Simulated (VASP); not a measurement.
Input of a VASP 6.6.1 run:

The input INCAR:

```
PREC     = Accurate       # precision mode
ENCUT    = 520            # plane-wave cutoff, eV
EDIFF    = 1E-7           # SCF threshold, eV
ISMEAR   = 0              # smearing method
SIGMA    = 0.1            # smearing width, eV
LREAL    = F              # projectors in reciprocal space
LASPH    = T              # aspherical terms in the spheres
NELM     = 100            # most SCF steps
ALGO     = Normal         # electronic algorithm
ISIF     = 2              # what is computed and relaxed
LWAVE    = F              # write WAVECAR
LCHARG   = T              # write CHGCAR
GGA      = PE             # functional
LELF     = T              # ELF
LVHAR    = T            
NBANDS   = 11             # bands
```

KPOINTS

```
Automatic mesh
0
Gamma
  8 8 8
```

The input POSCAR:

```
MgO
1.0
    0.0000000000      2.1245000000      2.1245000000
    2.1245000000      0.0000000000      2.1245000000
    2.1245000000      2.1245000000      0.0000000000
Mg O
1 1
Direct
    0.0000000000      0.0000000000      0.0000000000
    0.5000000000      0.5000000000      0.5000000000
```

Potentials or basis: VASP PAW PBE potentials, release 64 (Mg, O).

Run with:

```bash
$ cat potpaw_PBE.64/Mg/POTCAR potpaw_PBE.64/O/POTCAR > POTCAR
$ mpirun -np 1 vasp_std > vasp.out
```

Task: Estimate the pressure.

Result: -0.2 GPa.

Task: What does it give for the band gap on the k mesh?

Result: 4.48 eV, direct.

**The experiment to reproduce.**

“Electronic structure of alkaline earth and post-transition metal oxides”, 2009, arxiv:0908.1581 quotes, for a bulk crystal of MgO: band gap 7.83 eV.

A measured gap of MgO is 7.83 eV (quoted in “Electronic structure of alkaline earth and post-transition metal oxides”, 2009, arxiv:0908.1581); the calculated 4.48 eV misses it by -3.35 eV. The value is that of PBE, without temperature or zero-point motion. Semilocal functionals fall short of measured gaps as a rule.
